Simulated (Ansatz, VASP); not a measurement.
BeS in VASP and in Ansatz

```xyz
2
Lattice="0.0000 2.4200 2.4200 2.4200 0.0000 2.4200 2.4200 2.4200 0.0000" Properties=species:S:1:pos:R:3 pbc="T T T"
Be    0.0000    0.0000    0.0000
S     1.2100    1.2100    1.2100
```

Alike in both runs: task single point; functional LDA; k mesh 6 × 6 × 6; occupations gaussian, width 0.1 eV; no spin polarisation.

```csv
,VASP,Ansatz
version,VASP 6.6.1,Ansatz 0.2.0
potentials or method,"VASP PAW LDA potentials, release 64 (Be, S), cutoff 600 eV","scalar-relativistic, plane waves, PAW"
valence electrons in the cell,8,8
```

Ansatz gave:

```
gap on the k mesh at the Fermi level (eV) : 2.88
least direct gap on the mesh (eV)         : 5.52
pressure (GPa)                            : -2.6
```

Problem. Estimate VASP's values.

Solution. gap on the k mesh at the Fermi level (eV): 2.89; least direct gap on the mesh (eV): 5.54; pressure (GPa): -2.5.

Ansatz warns that its potentials were made for another functional, while VASP's fit it. LDA's correlation is that of Perdew and Zunger in VASP and of Perdew and Wang (1992) in Ansatz.
